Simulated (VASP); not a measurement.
# Na (I4/mmm) in VASP: a series of runs

Na is run at these levels: PBEsol; tasks: single point.

Program: VASP 6.6.1. These are calculated values, not measurements. Logs are shortened: lines on timing, memory, paths and dates and some standing lists are left out, and cuts for length are marked.

### Step 1. The cell of the first run

It takes space group I4/mmm (No. 139, tetragonal). Conventional cell: a = 3.634 Å, b = 3.634 Å, c = 5.094 Å, α = 90.00°, β = 90.00°, γ = 90.00°. Na (site symmetry 4/mmm) has 12 Na at 3.62 to 3.63 Å within 4.8 Å.

### Step 2. Single point, PBEsol

Contents of INCAR:

```
SYSTEM = Na
PREC = Accurate ; ENCUT = 520
EDIFF = 1E-6 ; ISMEAR = 0
SIGMA = 0.15 ; LREAL = .FALSE.
LASPH = .TRUE. ; NELM = 80
ALGO = Fast ; ISIF = 2
LWAVE = .FALSE. ; LCHARG = .FALSE.
GGA = PS ; NBANDS = 14
```

Contents of KPOINTS:

```
regular mesh
0
G
  12 12 10
  0 0 0
```

Contents of POSCAR:

```
Na
1.0
    0.0000000000     -3.6339653128      0.0000000000
   -3.6339653128      0.0000000000      0.0000000000
    0.0000000000      0.0000000000     -5.0935792181
Na
2
Direct
    0.5000000000      0.5000000000      0.5000000000
    0.0000000000      0.0000000000      0.0000000000
```

Potentials or basis: VASP PAW PBE potentials, release 64 (Na_pv).

Command:

```sh
cat potpaw_PBE.64/Na_pv/POTCAR > POTCAR
mpirun -np 1 vasp_std > vasp.out
```

OUTCAR:

```text
SYSTEM = Na
   PREC = Accurate
   ENCUT = 520
   EDIFF = 1E-6
   ISMEAR = 0
   LREAL = .FALSE.
   LASPH = .TRUE.
   NELM = 80
   ISIF = 2
   GGA = PS

 ion  position               nearest neighbor table
   1  0.500  0.500  0.500-
   2  0.000  0.000  0.000-

  LATTYP: Found a simple tetragonal cell.
 ALAT       =     3.6339653128
 C/A-ratio  =     1.4016587335

  Lattice vectors:

 A1 = (   0.0000000000,  -3.6339653128,   0.0000000000)
 A2 = (  -3.6339653128,   0.0000000000,   0.0000000000)
 A3 = (   0.0000000000,   0.0000000000,  -5.0935792181)

Analysis of symmetry for initial positions (statically):
=====================================================================
 Subroutine PRICEL returns following result:

  LATTYP: Found a body centered tetragonal cell.
 ALAT       =     3.6339653128
 C/A-ratio  =     1.4016587335

  Lattice vectors:

 A1 = (   1.8169826564,   1.8169826564,   2.5467896091)
 A2 = (  -1.8169826564,  -1.8169826564,   2.5467896091)
 A3 = (   1.8169826564,  -1.8169826564,  -2.5467896091)

   2 primitive cells build up your supercell.

 Routine SETGRP: Setting up the symmetry group for a
 simple tetragonal supercell.

 Subroutine GETGRP returns: Found 16 space group operations
 (whereof 16 operations were pure point group operations)
 out of a pool of 16 trial point group operations.

The static configuration has the point symmetry D_4h.

Analysis of symmetry for dynamics (positions and initial velocities):
=====================================================================
 Subroutine PRICEL returns following result:

  LATTYP: Found a body centered tetragonal cell.
 ALAT       =     3.6339653128
 C/A-ratio  =     1.4016587335

  Lattice vectors:

 A1 = (   1.8169826564,   1.8169826564,   2.5467896091)
 A2 = (  -1.8169826564,  -1.8169826564,   2.5467896091)
 A3 = (   1.8169826564,  -1.8169826564,  -2.5467896091)

   2 primitive cells build up your supercell.

 Routine SETGRP: Setting up the symmetry group for a
 simple tetragonal supercell.

 Subroutine GETGRP returns: Found 16 space group operations
 (whereof 16 operations were pure point group operations)
 out of a pool of 16 trial point group operations.

The dynamic configuration has the point symmetry D_4h.

 Subroutine INISYM returns: Found 16 space group operations
 (whereof 16 operations are pure point group operations),
 and found     2 'primitive' translations

[... 99 lines left out ...]
   ISYM   =      2    0-nonsym 1-usesym 2-fastsym
   POTIM  = 0.5000    time-step for ionic-motion
   TEBEG  =    0.0;   TEEND  =   0.0 temperature during run
   PSTRESS=    0.0 pullay stress
   NELECT =      14.0000    total number of electrons
   NUPDOWN=      -1.0000    fix difference up-down
   EMIN   =  10.00;   EMAX   =-10.00  energy-range for DOS
   EFERMI =   0.00;   METHOD = LEGACY
   ISMEAR =     0;   SIGMA  =   0.15  broadening in eV -4-tet -1-fermi 0-gaus
   EFERMI_NEDOS =   21; number of points for ismear=-14 and -15
   IALGO  =     68    algorithm
   IMIX   =      4    mixing-type and parameters
     AMIX     =   0.40;   BMIX     =  1.00
     AMIX_MAG =   1.60;   BMIX_MAG =  1.00
  volume/ion in A,a.u.               =      33.63       226.96
  Fermi-wavevector in a.u.,A,eV,Ry     =   0.970188  1.833390 12.806689  0.941265
  Thomas-Fermi vector in A             =   2.100303
   LORBIT       =      0    0 simple, 1 ext, 2 COOP (PROOUT), +10 PAW based schemes
   GGA     = PS    functional components
   LHFCALC =     F    Hartree Fock is set to
   AEXX    =    0.0000 exact exchange contribution
   IVDW    =     0    specifies the selected vdW correction
   LEPSILON=     F    determine dielectric tensor
   LRPA    =     F    only Hartree local field effects (RPA)
 non-spin polarized calculation
 RMM-DIIS sequential band-by-band and
 Gauss-broadening in eV      SIGMA  =   0.15
  energy-cutoff  :      520.00
  volume of cell :       67.26
 maximum number of plane-waves:      1860
 NGX is ok and might be reduce to    28
   NGX = 13   NGY = 13   NGZ = 19

 number of electron      14.0000031 magnetization

 Free energy of the ion-electron system (eV)
  ---------------------------------------------------
  ext. energy  EPLUGINS =         0.00000000
  ---------------------------------------------------
  free energy    TOTEN  =        -2.79429856 eV

  energy without entropy =       -2.78374069  energy(sigma->0) =       -2.78901962

 E-fermi :   0.5931     XC(G=0):  -6.7638

 val. band max:        0.5829734085   @ k =   0.4167   0.3333   0.2000
 cond. band min:       0.6017006075   @ k =   0.4167   0.0833   0.5000
 fundamental gap:      0.0187271990
 Fermi energy:         0.5931218266

 k-point     1 :       0.0000    0.0000    0.0000
  band No.  band energies     occupation
      1     -24.1612      2.00000
      2     -24.1324      2.00000
      3     -24.1324      2.00000
      4     -24.1138      2.00000
      5     -24.1137      2.00000
      6     -24.1137      2.00000
      7      -2.8948      2.00000
      8       2.5329      0.00000
      9       3.1038      0.00000
     10       7.0841      0.00000
     11       8.1617      0.00000
     12       8.1617      0.00000
     13      10.4788      0.00000
     14      12.3070      0.00000
[... 377 lines left out ...]
      1     -24.1563      2.00000
      2     -24.1541      2.00000
      3     -24.1362      2.00000
      4     -24.1311      2.00000
      5     -24.1300      2.00000
      6     -24.1285      2.00000
      7       0.3598      1.97218
      8       2.1426      0.00000
      9       3.9661      0.00000
     10       5.4140      0.00000
     11       5.6997      0.00000
     12       6.8925      0.00000
     13       7.0599      0.00000
     14       8.3239      0.00000

 [... further k-points ...]

------------------------ aborting loop because EDIFF is reached ----------------------------------------

  FORCE on cell =-STRESS in cart. coord.  units (eV):
  Direction    XX          YY          ZZ          XY          YZ          ZX
  --------------------------------------------------------------------------------------
  -------------------------------------------------------------------------------------
  Total        0.2805295      0.2805295      0.2528968      0.0000000      0.0000000      0.0000000
  in kB        6.6819685      6.6819685      6.0237838      0.0000000      0.0000000      0.0000000
  external PRESSURE =       6.4625736 kB  Pullay stress =       0.0000000 kB

 VOLUME and BASIS-vectors are now :
 -----------------------------------------------------------------------------
  energy-cutoff  :      520.00
  volume of cell :       67.26
      direct lattice vectors                 reciprocal lattice vectors
     0.000000000 -3.633965313  0.000000000     0.000000000 -0.275181493  0.000000000
    -3.633965313  0.000000000  0.000000000    -0.275181493  0.000000000  0.000000000
     0.000000000  0.000000000 -5.093579218     0.000000000  0.000000000 -0.196325601

 POSITION                                       TOTAL-FORCE (eV/Angst)
 -----------------------------------------------------------------------------------
     -1.81698     -1.81698     -2.54679        -0.000000     -0.000000     -0.000000
      0.00000      0.00000      0.00000         0.000000      0.000000      0.000000
 -----------------------------------------------------------------------------------
    total drift:                               -0.000000     -0.000000     -0.000000

  FREE ENERGIE OF THE ION-ELECTRON SYSTEM (eV)
  ---------------------------------------------------
  free  energy   TOTEN  =        -2.7942985610 eV

  energy  without entropy=       -2.7837406873  energy(sigma->0) =       -2.78901962
```

stdout:

```text
POSCAR found type information on POSCAR Na
 POSCAR found :  1 types and       2 ions
 scaLAPACK will be used
 -----------------------------------------------------------------------------
|                                                                             |
|                                                                             |
|     You enforced a specific xc type in the INCAR file but a different       |
|     I HOPE YOU KNOW WHAT YOU ARE DOING!                                     |
|                                                                             |
 -----------------------------------------------------------------------------

 LDA part: xc-table for (Slater+PW92), standard interpolation
 POSCAR, INCAR and KPOINTS ok, starting setup
 FFT: planning ... GRIDC
 FFT: planning ... GRID_SOFT
 FFT: planning ... GRID
 WAVECAR not read
 entering main loop
```

Wall time 2.8 min (1 thread of Intel Xeon 8259CL, shared host); peak memory 0.25 GiB.

Results:

| Property | Result |
| --- | --- |
| Free energy | -2.7943 eV |
| Pressure | 0.6 GPa |
| Band gap on the k mesh | zero (bands 7 and 8 overlap by 5.13 eV) |

Caveat: the PAW data sets were made with another functional, which shifts forces and pressure a little.

### Step 3. Single point, PBEsol

This run uses another cell than the first one, of 34.50 Å³/atom.

Contents of INCAR:

```
SYSTEM = Na
PREC     = Accurate       ! precision mode
ENCUT    = 520            ! plane-wave cutoff, eV
EDIFF    = 1E-6           ! SCF threshold, eV
ISMEAR   = 0              ! smearing method
SIGMA    = 0.15           ! smearing width, eV
LREAL    = .FALSE.        ! projectors in reciprocal space
LASPH    = .TRUE.         ! aspherical terms in the spheres
NELM     = 80             ! most SCF steps
ALGO     = Fast           ! electronic algorithm
ISIF     = 2              ! what is computed and relaxed
LWAVE    = .FALSE.        ! write WAVECAR
LCHARG   = .FALSE.        ! write CHGCAR
GGA      = PS             ! functional
NBANDS   = 14             ! bands
```

KPOINTS is that of step 2.

Contents of POSCAR:

```
Na
1.0
    0.0000000000     -3.6649006073      0.0000000000
   -3.6649006073      0.0000000000      0.0000000000
    0.0000000000      0.0000000000     -5.1369399437
Na
2
Direct
    0.5000000000      0.5000000000      0.5000000000
    0.0000000000      0.0000000000      0.0000000000
```

Potentials or basis: VASP PAW PBE potentials, release 64 (Na_pv).

Command:

```sh
cat potpaw_PBE.64/Na_pv/POTCAR > POTCAR
mpirun -np 1 vasp_std > vasp.out
```

Run time: 2.9 min. Hardware: 1 thread of Intel Xeon 8259CL, shared host; peak memory 0.25 GiB.

The run converged. Its results:

* Free energy: -2.8006 eV
* Pressure: 0.4 GPa
* Band gap on the k mesh: zero (bands 7 and 8 overlap by 5.06 eV)

Levels at points of the mesh, in eV from the Fermi level:
```csv
k point,band 4,band 5,band 6,band 7,band 8,band 9,band 10,band 11
"(0.00, 0.00, 0.00)",-24.72,-24.72,-24.72,-3.43,1.91,2.48,6.42,7.44
"(0.50, 0.00, 0.00)",-24.74,-24.73,-24.73,-0.61,-0.61,4.42,4.42,5.41
"(0.50, 0.50, 0.00)",-24.74,-24.74,-24.74,1.81,1.81,2.39,2.39,6.50
"(0.00, 0.00, 0.50)",-24.73,-24.73,-24.73,-1.97,-1.97,7.83,7.83,8.51
"(0.50, 0.00, 0.50)",-24.73,-24.73,-24.73,0.55,0.55,1.05,1.05,10.46
"(0.50, 0.50, 0.50)",-24.75,-24.74,-24.74,3.08,3.08,3.08,3.08,3.16
```

Caveat: the PAW data sets were made with another functional, which shifts forces and pressure a little.
